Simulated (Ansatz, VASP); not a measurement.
One calculation of SiC, two programs

```
Si C
1.0
     2.89791    0.00000    0.00000
    -1.44895    2.66334    0.00000
     0.00000    0.00000    5.04811
Si C
2 2
Cartesian
  0.0000 1.7802 2.5309
  1.4490 0.8831 5.0549
  0.0000 1.8020 4.4103
  1.4490 0.8613 1.8862
```

Change from the starting cell: uniaxial_x strain -5.8%.

Alike in both runs: task single point; functional HSE06; k mesh 6 × 6 × 4; no spin polarisation.

|  | VASP | Ansatz |
| --- | --- | --- |
| version | VASP 6.6.1 | Ansatz 0.2.0 |
| potentials or method | VASP PAW PBE potentials, release 64 (Si, C) | plane waves, PAW |
| plane-wave cutoff (eV) | 520 | 420 |
| occupations | gaussian, width 0.01 eV | fixed |
| valence electrons in the cell | 16 | 16 |

```tsv
	VASP	Ansatz	Ansatz less VASP
gap on the k mesh at the Fermi level (eV)	2.47	2.47	0.000
pressure (GPa)	13.7	14.2	+0.47
traceless stress, the component that is largest in VASP (GPa)	20.50	20.42	-0.075
rms of the force components (eV/Å)	0.005	0.005	-0.0001
```

Atom by atom the forces differ by 0.002 eV/Å (rms over components). Ansatz's warnings: stress exchange threshold loose, stress scf threshold loose.
